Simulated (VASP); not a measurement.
Input of a VASP 6.6.1 run:

The input INCAR:

```
ALGO     = Normal         # electronic algorithm
EDIFF    = 1E-6           # SCF threshold, eV
ENCUT    = 520            # plane-wave cutoff, eV
GGA      = CA             # functional
ISIF     = 2              # what is computed and relaxed
ISMEAR   = 0              # smearing method
LASPH    = T              # aspherical terms in the spheres
LCHARG   = T              # write CHGCAR
LELF     = T              # ELF
LREAL    = F              # projectors in reciprocal space
LVHAR    = T            
LWAVE    = F              # write WAVECAR
NBANDS   = 12             # bands
NELM     = 80             # most SCF steps
PREC     = Accurate       # precision mode
SIGMA    = 0.05           # smearing width, eV
```

The input KPOINTS:

```
k-points
0
Gamma
  8 8 8
```

Contents of POSCAR:

```
CsH
1.0
    0.0000000000      3.1880000000      3.1880000000
    3.1880000000      0.0000000000      3.1880000000
    3.1880000000      3.1880000000      0.0000000000
Cs H
1 1
Direct
    0.0235257215      0.0235257215     -0.0235257215
    0.5000000000      0.5000000000      0.5000000000
```

Potentials or basis: VASP PAW LDA potentials, release 64 (Cs_sv, H).

Run with:

```bash
$ cat potpaw_LDA.64/Cs_sv/POTCAR potpaw_LDA.64/H/POTCAR > POTCAR
$ mpirun -np 1 vasp_std > vasp.out
```

(1) Predict the band gap on the k mesh.

(2) Estimate the largest force.

Results:

(1) 1.96 eV.

(2) 0.074 eV/Å.

Caveat: the cell differs from its parent crystal (all Cs atoms moved +0.150 Å, as atom 1 along Cartesian [0 0 1]); spin-orbit coupling is left out, which moves the levels of the heavy elements.
